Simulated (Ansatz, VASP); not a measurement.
**Ca2Y in VASP and in Ansatz**

```
CELL_PARAMETERS angstrom
1.86507 1.07680 9.46263
-1.86507 1.07680 9.46263
0.00000 -2.15359 9.46263
ATOMIC_POSITIONS crystal
Ca 0.77487 0.77487 0.77487
Ca 0.22513 0.22513 0.22513
Y 0.00000 0.00000 0.00000
```

Alike in both runs: functional PBE; k mesh 6 × 6 × 6; occupations gaussian, width 0.1 eV; no spin polarisation.

Ansatz relaxed the structure, and its values are those at the end. VASP's run is a single point on that final structure, the one shown.

```csv
,VASP,Ansatz
version,VASP 6.6.1,Ansatz 0.2.0
potentials or method,"VASP PAW PBE potentials, release 64 (Ca_sv, Y_sv), cutoff 520 eV","scalar-relativistic, plane waves, PAW"
valence electrons in the cell,31,31
```

```tsv
	VASP	Ansatz	Ansatz less VASP
gap on the k mesh at the Fermi level (eV)	none	none	-
pressure (GPa)	0.0	0.0	+0.01
```

A gap of «none» marks a metal or a gap that the smearing closes.
